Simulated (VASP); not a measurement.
# ScB23N24 (a cell with a defect) in VASP: notebook

The runs below take ScB23N24 (a cell with a defect) through single point, with PBE.

All numbers are computed with VASP 6.6.1; they aren't measurements. Logs are shortened: lines on timing, memory, paths and dates and some standing lists are left out, and cuts for length are marked.

**1. The cell of the first run**

The cell holds a defect, 48 atoms: a = 8.224 Å, b = 7.505 Å, c = 14.851 Å, α = 80.29°, β = 36.85°, γ = 62.86°.

**2. Single point, PBE**

INCAR reads:

```
  PREC = Accurate
  ENCUT = 520
  EDIFF = 1E-7
  ISMEAR = -1
  SIGMA = 0.01
  LREAL = Auto
  LASPH = T
  NELM = 100
  ALGO = Normal
  ISIF = 2
  LWAVE = F
  LCHARG = T
  GGA = PE
  LELF = T
  LVHAR = T
  NBANDS = 130
```

KPOINTS reads:

```
regular mesh
0
Gamma
  4 3 2
```

POSCAR reads:

```
ScB23N24
1.0
    0.0000000000      6.9906316600      4.3321824800
    3.7548963000      0.0000000000      6.4982737200
    5.0065284000     13.9812633200      0.0000000000
Sc B N
1 23 24
Direct
    0.0212537152     -0.0539794629      0.3294085634
    0.0518465861      0.0221097578      0.4848338262
   -0.0614245810     -0.0148832768      0.7631717726
    0.0442310071      0.0257048848      0.9791662596
   -0.0602401931      0.3192286281      0.2651045581
    0.0498909674      0.3557273127      0.4814401561
   -0.0498549828      0.3109689967      0.7641699803
    0.0465523800      0.3573193186      0.9798555219
   -0.0456176352      0.6383986622      0.2741766717
    0.0503106184      0.6858168825      0.4827763998
   -0.0615142109      0.6518660520      0.7632329645
    0.0468811997      0.6908601470      0.9799941896
    0.5482788890      0.0249054576      0.2293381408
    0.4519519083     -0.0287186831      0.5198509154
    0.5418643378      0.0262478126      0.7306757452
    0.4643351750     -0.0308367830      1.0175986063
    0.5485354120      0.3558038249      0.2294608546
    0.4380227807      0.3210102331      0.5137228376
    0.5452929611      0.3581341491      0.7310917873
    0.4523164057      0.3093647650      1.0198423633
    0.5559088328      0.6854426301      0.2304989531
    0.4343328086      0.6550121139      0.5101800791
    0.5457413771      0.6909014468      0.7305161754
    0.4716543604      0.6328807592      1.0193986748
    0.2862319253      0.1970937449      0.1027740268
    0.3802227402      0.2460321763      0.3137510243
    0.2840626421      0.1994531723      0.5985763678
    0.3781299856      0.2475839881      0.8123122974
    0.2948770853      0.5256718318      0.1063093868
    0.3805478192      0.5795201520      0.3139704017
    0.2617840539      0.5476089288      0.5946656953
    0.3780332681      0.5808779542      0.8128569252
    0.3490139856      0.8348846428      0.0979307733
    0.3792584522      0.9126993455      0.3140659979
    0.2650693354      0.8766175742      0.5956189237
    0.3774057782      0.9146994277      0.8121435798
    0.8782194148      0.2475422178      0.0624247827
    0.7660052755      0.2182459063      0.3530918070
    0.8824693211      0.2448280449      0.5655498252
    0.7811405697      0.2011111161      0.8500853797
    0.8843522944      0.5771128213      0.0643111230
    0.7702643718      0.5441583940      0.3439066348
    0.8824279631      0.5773058283      0.5653839791
    0.7850374663      0.5321674469      0.8460938620
    0.8782381267      0.9140106792      0.0628897760
    0.7915316705      0.8378723994      0.3747152789
    0.8796850237      0.9138846828      0.5619270177
    0.7758411920      0.8733318156      0.8449391972
```

Potentials or basis: VASP PAW PBE potentials, release 64 (Sc_sv, B, N).

Launch:

```bash
cat potpaw_PBE.64/Sc_sv/POTCAR potpaw_PBE.64/B/POTCAR potpaw_PBE.64/N/POTCAR > POTCAR
mpirun -np 1 vasp_std > vasp.out
```

OUTCAR:

```text
PREC = Accurate
   ENCUT = 520
   EDIFF = 1E-7
   ISMEAR = -1
   LREAL = Auto
   LASPH = T
   NELM = 100
   ISIF = 2
   GGA = PE

 ion  position               nearest neighbor table
   1  0.021  0.946  0.329-  38 1.96  46 1.96  33 1.97   2 2.69   5 2.76  18 2.77
   2  0.052  0.022  0.485-  39 1.43  34 1.45  47 1.45   1 2.69
   3  0.939  0.985  0.763-  48 1.43  35 1.44  40 1.44
   4  0.044  0.026  0.979-  37 1.44  45 1.44  36 1.45
   5  0.940  0.319  0.265-  38 1.41  42 1.44  25 1.46   1 2.76
   6  0.050  0.356  0.481-  43 1.44  26 1.44  39 1.45
   7  0.950  0.311  0.764-  44 1.44  27 1.44  40 1.45
   8  0.047  0.357  0.980-  37 1.44  41 1.44  28 1.45
   9  0.954  0.638  0.274-  46 1.41  42 1.44  29 1.47
  10  0.050  0.686  0.483-  43 1.43  30 1.45  47 1.46
  11  0.938  0.652  0.763-  31 1.43  48 1.44  44 1.45
  12  0.047  0.691  0.980-  32 1.44  41 1.44  45 1.44
  13  0.548  0.025  0.229-  45 1.44  26 1.44  34 1.46
  14  0.452  0.971  0.520-  46 1.41  35 1.45  27 1.46
  15  0.542  0.026  0.731-  36 1.44  28 1.44  47 1.46
  16  0.464  0.969  0.018-  33 1.41  48 1.44  25 1.47
  17  0.549  0.356  0.229-  37 1.44  26 1.44  30 1.46
  18  0.438  0.321  0.514-  38 1.41  31 1.45  27 1.46   1 2.77
  19  0.545  0.358  0.731-  32 1.44  28 1.44  39 1.45
  20  0.452  0.309  0.020-  29 1.44  25 1.45  40 1.45
  21  0.556  0.685  0.230-  41 1.43  30 1.45  34 1.46
  22  0.434  0.655  0.510-  35 1.44  31 1.45  42 1.45
  23  0.546  0.691  0.731-  32 1.44  36 1.44  43 1.45
  24  0.472  0.633  0.019-  33 1.41  44 1.45  29 1.46
[... 22 lines left out ...]
  47  0.880  0.914  0.562-   2 1.45  10 1.46  15 1.46
  48  0.776  0.873  0.845-   3 1.43  11 1.44  16 1.44

  LATTYP: Found a triclinic cell.
 ALAT       =     8.2241556433
 B/A-ratio  =     1.0001729121
 C/A-ratio  =     1.2167601689
 COS(alpha) =     0.0003789236
 COS(beta)  =     0.4560955688
 COS(gamma) =     0.5836798837

  Lattice vectors:

 A1 = (   0.0000000000,   6.9906316600,   4.3321824800)
 A2 = (  -3.7548963000,   6.9906316600,  -2.1660912400)
 A3 = (  -5.0065284000,   0.0000000000,   8.6643649600)

Analysis of symmetry for initial positions (statically):
=====================================================================
 Subroutine PRICEL returns:
 Original cell was already a primitive cell.

 Routine SETGRP: Setting up the symmetry group for a
 triclinic supercell.

 Subroutine GETGRP returns: Found  1 space group operations
 (whereof  1 operations were pure point group operations)
 out of a pool of  2 trial point group operations.

The static configuration has the point symmetry C_1 .

Analysis of symmetry for dynamics (positions and initial velocities):
=====================================================================
 Subroutine PRICEL returns:
 Original cell was already a primitive cell.

 Routine SETGRP: Setting up the symmetry group for a
 triclinic supercell.

 Subroutine GETGRP returns: Found  1 space group operations
 (whereof  1 operations were pure point group operations)
 out of a pool of  2 trial point group operations.

The dynamic configuration has the point symmetry C_1 .

 Subroutine INISYM returns: Found  1 space group operations
 (whereof  1 operations are pure point group operations),
 and found     1 'primitive' translations

----------------------------------------------------------------------------------------

                                     Primitive cell

  volume of cell :     454.8635

  direct lattice vectors                    reciprocal lattice vectors
     0.000000000  6.990631660  4.332182480    -0.199739205  0.071524295  0.115415268
     3.754896300  0.000000000  6.498273720     0.133159470 -0.047682863  0.076943512
     5.006528400 13.981263320  0.000000000     0.099869602  0.035762147 -0.057707634

  length of vectors
     8.224155643  7.505118757 14.850624588     0.241520514  0.161013676  0.120760257

  position of ions in fractional coordinates (direct lattice)
     0.021253715  0.946020537  0.329408563
     0.051846586  0.022109758  0.484833826
     0.938575419  0.985116723  0.763171773
     0.044231007  0.025704885  0.979166260
     0.939759807  0.319228628  0.265104558
     0.049890967  0.355727313  0.481440156
[... 40 lines left out ...]
     0.879685024  0.913884683  0.561927018
     0.775841192  0.873331816  0.844939197

  ion indices of the primitive-cell ions
   primitive index   ion index
                 1           1
                 2           2
                 3           3
                 4           4
                 5           5
                 6           6
[... 40 lines left out ...]
                47          47
                48          48

----------------------------------------------------------------------------------------

 KPOINTS: regular mesh

Automatic generation of k-mesh.
 Grid dimensions read from file:
 generate k-points for:    4    3    2

 Generating k-lattice:

[... 40 lines left out ...]
 SYSTEM =  unknown system
   PREC   = accura    normal or accurate (medium, high low for compatibility)
   ISTART =      0    job   : 0-new  1-cont  2-samecut
   ICHARG =      2    charge: 1-file 2-atom 10-const
   ISPIN  =      1    spin polarized calculation?
   LNONCOLLINEAR =      F non collinear calculations
   LSORBIT =      F    spin-orbit coupling
   LASPH  =      T    aspherical Exc in radial PAW
   ENCUT  =  520.0 eV  38.22 Ry    6.18 a.u.  15.29 13.95 27.61*2*pi/ulx,y,z
   NELM   =    100;   NELMIN=  2; NELMDL= -5     # of ELM steps
   EDIFF  = 0.1E-06   stopping-criterion for ELM
   LREAL  =      T    real-space projection
   EDIFFG = 0.1E-05   stopping-criterion for IOM
   NSW    =      0    number of steps for IOM
   IBRION =     -1    ionic relax: 0-MD 1-quasi-New 2-CG
   NFREE  =      0    steps in history (QN), initial steepest desc. (CG)
   ISIF   =      2    stress and relaxation
   ISYM   =      2    0-nonsym 1-usesym 2-fastsym
   POTIM  = 0.5000    time-step for ionic-motion
   TEBEG  =    0.0;   TEEND  =   0.0 temperature during run
   PSTRESS=    0.0 pullay stress
   NELECT =     200.0000    total number of electrons
   NUPDOWN=      -1.0000    fix difference up-down
   EMIN   =  10.00;   EMAX   =-10.00  energy-range for DOS
   EFERMI =   0.00;   METHOD = LEGACY
   ISMEAR =    -1;   SIGMA  =   0.01  broadening in eV -4-tet -1-fermi 0-gaus
   EFERMI_NEDOS =   21; number of points for ismear=-14 and -15
   IALGO  =     38    algorithm
   IMIX   =      4    mixing-type and parameters
     AMIX     =   0.40;   BMIX     =  1.00
     AMIX_MAG =   1.60;   BMIX_MAG =  1.00
  volume/ion in A,a.u.               =       9.48        63.95
  Fermi-wavevector in a.u.,A,eV,Ry     =   1.244871  2.352466 21.085011  1.549705
  Thomas-Fermi vector in A             =   2.379119
   LORBIT       =      0    0 simple, 1 ext, 2 COOP (PROOUT), +10 PAW based schemes
   GGA     = PE    functional components
   LHFCALC =     F    Hartree Fock is set to
   AEXX    =    0.0000 exact exchange contribution
   IVDW    =     0    specifies the selected vdW correction
   LEPSILON=     F    determine dielectric tensor
   LRPA    =     F    only Hartree local field effects (RPA)
 non-spin polarized calculation
  energy-cutoff  :      520.00
  volume of cell :      454.86
 maximum number of plane-waves:     12272
 NGX is ok and might be reduce to    64
   NGX = 31   NGY = 27   NGZ = 55

 number of electron     200.0000000 magnetization

 Free energy of the ion-electron system (eV)
  ---------------------------------------------------
  ext. energy  EPLUGINS =         0.00000000
  ---------------------------------------------------
  free energy    TOTEN  =      -419.21626749 eV

  energy without entropy =     -419.21626749  energy(sigma->0) =     -419.21626749

 E-fermi :   3.0481     XC(G=0):  -9.8789

 val. band max:        2.7118773543   @ k =   0.5000  -0.0000   0.5000
 cond. band min:       5.9383666855   @ k =   0.5000   0.3333   0.5000
 fundamental gap:      3.2264893311
 Fermi energy:         3.0480689900

 k-point     1 :       0.0000    0.0000    0.0000
  band No.  band energies     occupation
      1     -44.7351      2.00000
      2     -23.6046      2.00000
      3     -23.5952      2.00000
      4     -23.4752      2.00000
      5     -16.1080      2.00000
      6     -15.0216      2.00000
[... 104 lines left out ...]
    111       7.7123      0.00000
    112       7.7782      0.00000
[... 1493 lines left out ...]
    111       7.8214      0.00000
    112       7.9139      0.00000
 [bands above 112 left out]

------------------------ aborting loop because EDIFF is reached ----------------------------------------

  FORCE on cell =-STRESS in cart. coord.  units (eV):
  Direction    XX          YY          ZZ          XY          YZ          ZX
  --------------------------------------------------------------------------------------
  -------------------------------------------------------------------------------------
  Total       22.6271885      6.3507622     23.0255539     -0.0519357     -0.0387613      0.3699821
  in kB       79.7003221     22.3694514     81.1034950     -0.1829346     -0.1365299      1.3031975
  external PRESSURE =      61.0577561 kB  Pullay stress =       0.0000000 kB

 VOLUME and BASIS-vectors are now :
 -----------------------------------------------------------------------------
  energy-cutoff  :      520.00
  volume of cell :      454.86
      direct lattice vectors                 reciprocal lattice vectors
     0.000000000  6.990631660  4.332182480    -0.199739205  0.071524295  0.115415268
     3.754896300  0.000000000  6.498273720     0.133159470 -0.047682863  0.076943512
     5.006528400 13.981263320  0.000000000     0.099869602  0.035762147 -0.057707634

 POSITION                                       TOTAL-FORCE (eV/Angst)
 -----------------------------------------------------------------------------------
      5.20140      4.75412      6.23958         0.004850      0.123815      0.027314
      2.51035      7.14103      0.36828        -0.000502     -0.001226     -0.012580
      7.51985     17.23134     10.46764         0.000119     -0.001841      0.002584
      4.99874     13.99918      0.35865        -0.001591     -0.001455      0.003150
      2.52592     10.27601      6.14565        -0.003757     -0.005014      0.001163
      3.74606      7.07991      2.52775         0.005620     -0.001325      0.001698
[... 40 lines left out ...]
      6.24485     14.00600      9.74963         0.011315      0.016555     -0.005280
      7.50948     17.23694      9.03623        -0.001021     -0.000203     -0.004922
 -----------------------------------------------------------------------------------
    total drift:                                0.003037     -0.003575     -0.003876

  FREE ENERGIE OF THE ION-ELECTRON SYSTEM (eV)
  ---------------------------------------------------
  free  energy   TOTEN  =      -419.2162674938 eV

  energy  without entropy=     -419.2162674938  energy(sigma->0) =     -419.21626749
```

It took 63 min on 1 thread of Intel Xeon Platinum 8488C (Sapphire Rapids), shared host; peak memory 1.1 GiB.

What came out:

```yaml
Free_energy: -419.2163 eV
Pressure: 6.1 GPa
Largest_force: 0.127 eV/Å
Band_gap_on_the_k_mesh: 3.23 eV
```

Forces in eV/Å, atoms in the order of the input:
```
Sc   0.005  0.124  0.027
B   -0.001 -0.001 -0.013
B    0.000 -0.002  0.003
B   -0.002 -0.001  0.003
B   -0.004 -0.005  0.001
B    0.006 -0.001  0.002
B   -0.001 -0.001 -0.005
B   -0.002 -0.001 -0.003
B   -0.003 -0.001  0.011
B    0.003 -0.006  0.003
B   -0.001 -0.001 -0.001
B   -0.001  0.001  0.000
B    0.002 -0.001  0.000
B    0.010 -0.003  0.008
B   -0.010 -0.006  0.005
B    0.010 -0.001  0.011
B    0.006 -0.003  0.006
B    0.005 -0.006 -0.010
B    0.000 -0.003  0.001
B   -0.004  0.001  0.005
B    0.001  0.002 -0.009
B    0.000 -0.001  0.000
B   -0.002  0.000  0.002
B   -0.003  0.001 -0.012
N    0.000  0.001 -0.006
N   -0.004  0.003 -0.002
N   -0.004  0.001  0.002
N    0.003  0.002 -0.002
N    0.005 -0.001  0.000
N   -0.010  0.008 -0.004
N   -0.003  0.004  0.001
N    0.001  0.001  0.000
N   -0.046 -0.036  0.010
N   -0.001  0.003  0.015
N   -0.003  0.002 -0.001
N    0.003  0.001 -0.002
N    0.000  0.000 -0.003
N    0.040 -0.073  0.018
N    0.001 -0.001  0.002
N    0.003  0.001  0.000
N    0.001 -0.003  0.000
N    0.000  0.001 -0.001
N   -0.003  0.003 -0.004
N    0.003  0.003  0.005
N    0.001  0.003 -0.001
N   -0.012 -0.023 -0.051
N    0.011  0.017 -0.005
N   -0.001  0.000 -0.005
```

**3. Single point, PBE**

INCAR reads:

```
PREC = Accurate
ENCUT = 520
EDIFF = 1E-6
ISMEAR = -1
SIGMA = 0.01
LREAL = Auto
LASPH = T
NELM = 100
ALGO = Normal
ISIF = 2
LWAVE = F
LCHARG = F
GGA = PE
NBANDS = 130
LUSENCCL = F
```

KPOINTS is that of step 2.

POSCAR reads:

```
ScB23N24
1.0
    0.0000000000      6.9906316600      4.3321824800
    3.7548963000      0.0000000000      6.4982737200
    5.0065284000     13.9812633200      0.0000000000
Sc B N
1 23 24
Direct
    0.0000243250      0.0000162167      0.2499878375
    0.0000243250      0.0000162167      0.4999878375
    0.0000243250      0.0000162167      0.7499878375
    0.0000243250      0.0000162167      0.9999878375
    0.0000243250      0.3333495500      0.2499878375
    0.0000243250      0.3333495500      0.4999878375
    0.0000243250      0.3333495500      0.7499878375
    0.0000243250      0.3333495500      0.9999878375
    0.0000243250      0.6666828833      0.2499878375
    0.0000243250      0.6666828833      0.4999878375
    0.0000243250      0.6666828833      0.7499878375
    0.0000243250      0.6666828833      0.9999878375
    0.5000243250      0.0000162167      0.2499878375
    0.5000243250      0.0000162167      0.4999878375
    0.5000243250      0.0000162167      0.7499878375
    0.5000243250      0.0000162167      0.9999878375
    0.5000243250      0.3333495500      0.2499878375
    0.5000243250      0.3333495500      0.4999878375
    0.5000243250      0.3333495500      0.7499878375
    0.5000243250      0.3333495500      0.9999878375
    0.5000243250      0.6666828833      0.2499878375
    0.5000243250      0.6666828833      0.4999878375
    0.5000243250      0.6666828833      0.7499878375
    0.5000243250      0.6666828833      0.9999878375
    0.3333256700      0.2222171133      0.0833371650
    0.3333256700      0.2222171133      0.3333371650
    0.3333256700      0.2222171133      0.5833371650
    0.3333256700      0.2222171133      0.8333371650
    0.3333256700      0.5555504467      0.0833371650
    0.3333256700      0.5555504467      0.3333371650
    0.3333256700      0.5555504467      0.5833371650
    0.3333256700      0.5555504467      0.8333371650
    0.3333256700      0.8888837800      0.0833371650
    0.3333256700      0.8888837800      0.3333371650
    0.3333256700      0.8888837800      0.5833371650
    0.3333256700      0.8888837800      0.8333371650
    0.8333256700      0.2222171133      0.0833371650
    0.8333256700      0.2222171133      0.3333371650
    0.8333256700      0.2222171133      0.5833371650
    0.8333256700      0.2222171133      0.8333371650
    0.8333256700      0.5555504467      0.0833371650
    0.8333256700      0.5555504467      0.3333371650
    0.8333256700      0.5555504467      0.5833371650
    0.8333256700      0.5555504467      0.8333371650
    0.8333256700      0.8888837800      0.0833371650
    0.8333256700      0.8888837800      0.3333371650
    0.8333256700      0.8888837800      0.5833371650
    0.8333256700      0.8888837800      0.8333371650
```

Potentials or basis: VASP PAW PBE potentials, release 64 (Sc_sv, B, N).

Launch:

```bash
cat potpaw_PBE.64/Sc_sv/POTCAR potpaw_PBE.64/B/POTCAR potpaw_PBE.64/N/POTCAR > POTCAR
mpirun -np 1 vasp_std > vasp.out
```

Wall time 6 min (1 × NVIDIA H100 80GB with 1 thread of Intel Xeon Platinum 8481C at 2.70GHz (Sapphire Rapids), shared host); peak memory 1.9 GiB.

It converged, with:

```
Free energy            : -399.3462 eV
Pressure               : 21.8 GPa
Largest force          : 31.738 eV/Å
Band gap on the k mesh : 1.92 eV
```

Forces in eV/Å, atoms in the order of the input:
```
Sc    0.018   0.001   0.087
B     0.161   0.102  -0.025
B    -0.070   0.000  -0.044
B    -0.157  -0.100   0.008
B     0.983  -0.001   0.031
B     0.089  -0.003  -0.015
B    -0.026  -0.002   0.055
B    -0.038  -0.024   0.165
B     0.466   0.001  -0.853
B     0.038   0.027  -0.090
B     0.106   0.003   0.009
B    -0.093  -0.002   0.027
B    -0.008  -0.003   0.094
B    -0.435   0.004  -0.837
B     0.040   0.003  -0.005
B    -0.953  -0.004   0.073
B     0.082  -0.102  -0.028
B     0.518   0.004   0.800
B     0.031  -0.001   0.015
B     0.008  -0.009  -0.002
B    -0.129   0.104   0.004
B    -0.076   0.009   0.057
B    -0.015   0.001  -0.011
B    -0.533  -0.004   0.799
N    -0.020   0.005   0.356
N    -0.064   0.046   0.019
N     0.287  -0.001  -0.206
N     0.022   0.003  -0.050
N    -0.322   0.007  -0.168
N    -0.022  -0.036   0.022
N     0.359  -0.006  -0.200
N     0.025   0.001  -0.023
N   -27.495   0.003  15.849
N    -0.015  -0.188  -0.039
N     0.340  -0.006  -0.182
N     0.054   0.011  -0.016
N     0.027   0.183  -0.068
N    27.464  -0.003  15.820
N    -0.064  -0.011  -0.008
N     0.001   0.006  -0.007
N     0.040  -0.009  -0.056
N    -0.330  -0.005   0.185
N    -0.028   0.005   0.018
N    -0.343   0.002  -0.207
N     0.072   0.043  -0.009
N     0.006  -0.003 -31.738
N    -0.046  -0.047   0.036
N     0.047   0.000   0.360
```

Stress tensor (GPa, compression positive):
```
31.97  0.00 -0.01
 0.00  1.44  0.00
-0.01  0.00 31.96
```

Levels at points of the mesh, in eV from the valence-band top:
| k point | band 98 | band 99 | band 100 | band 101 | band 102 | band 103 |
| --- | --- | --- | --- | --- | --- | --- |
| (0.00, 0.00, 0.00) | -1.94 | -0.37 | -0.11 | 2.36 | 2.52 | 2.53 |
| (0.50, 0.00, 0.00) | -1.94 | -0.38 | -0.11 | 2.63 | 2.67 | 2.68 |
| (0.00, 0.00, 0.50) | -1.98 | -0.32 | -0.05 | 2.26 | 2.35 | 2.65 |
| (0.50, 0.00, 0.50) | -2.05 | -0.32 | -0.05 | 2.47 | 2.50 | 2.75 |

Caveat: atoms lie so close that the PAW spheres overlap strongly, which falsifies energies and pressures.
